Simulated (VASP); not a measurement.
A run of VASP 6.6.1 is set up as follows.

The input INCAR:

```
SYSTEM = AlN
ALGO = Normal
EDIFF = 1E-7
ENCUT = 520
GGA = PE
ISIF = 2
ISMEAR = 0
LASPH = .True.
LCHARG = .True.
LELF = .True.
LREAL = .False.
LVHAR = .True.
LWAVE = .False.
NBANDS = 16
NELM = 100
PREC = Accurate
SIGMA = 0.05
```

File KPOINTS:

```
k-points
0
Gamma
  9 9 6
  0 0 0
```

The input POSCAR:

```
AlN
1.0
    3.1478000000      0.0000000000      0.0000000000
   -1.5739000000      2.7260747660      0.0000000000
    0.0000000000      0.0000000000      3.8107000000
Al N
2 2
Direct
    0.3333333333      0.6666666667      0.7500000000
    0.6666666667      0.3333333333      0.2500000000
    0.3333333333      0.6666666667      0.2500000000
    0.6666666667      0.3333333333      0.7500000000
```

Potentials or basis: VASP PAW PBE potentials, release 64 (Al, N).

Run with:

```bash
$ cat potpaw_PBE.64/Al/POTCAR potpaw_PBE.64/N/POTCAR > POTCAR
$ mpirun -np 1 vasp_std > vasp.out
```

Estimate the band gap on the k mesh.

4.53 eV, indirect (least direct gap 4.72 eV).

Predict the pressure.

58.9 GPa.

Stress tensor (GPa, compression positive):
```
54.94  0.00  0.00
 0.00 54.94  0.00
 0.00  0.00 66.85
```

A k mesh can miss the band edges. Expect the measured gap to be larger: semilocal functionals such as PBE lack the derivative discontinuity.
